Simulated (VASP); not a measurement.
A run of VASP 6.6.1 is set up as follows.

The input INCAR:

```
PREC = Accurate
ENCUT = 600
EDIFF = 1E-6
ISMEAR = 0
SIGMA = 0.1
LREAL = F
LASPH = T
NELM = 150
ALGO = Normal
ISIF = 4
LWAVE = F
LCHARG = F
ISPIN = 2
MAGMOM = 1.8 1.8
LORBIT = 11
LMAXMIX = 4
GGA = PS
IBRION = 2
NSW = 50
EDIFFG = -0.01
```

KPOINTS

```
regular mesh
0
Gamma
  18 18 10
```

Contents of POSCAR:

```
Co
1.0
    2.4316048864      0.0000000000      0.0000000000
   -1.2158024432      2.1058316036      0.0000000000
    0.0000000000      0.0000000000      3.9293726800
Co
2
Direct
    0.6666666667      0.3333333333      0.2500068800
    0.3333333333      0.6666666667      0.7499931200
```

Potentials or basis: VASP PAW PBE potentials, release 64 (Co).

Command:

```console
$ cat potpaw_PBE.64/Co/POTCAR > POTCAR
$ mpirun -np 1 vasp_std > vasp.out
```

Question: Estimate the site moments.

Answer: Co +1.55 μB.

Question: Predict the net moment.

Answer: 3.10 μB per cell.

Final structure:
```xyz
2
Lattice="2.4324 0.0000 0.0000 -1.2162 2.1066 0.0000 0.0000 0.0000 3.9267" Properties=species:S:1:pos:R:3 pbc="T T T"
Co    1.2162    0.7022    0.9817
Co    0.0000    1.4044    2.9450
```
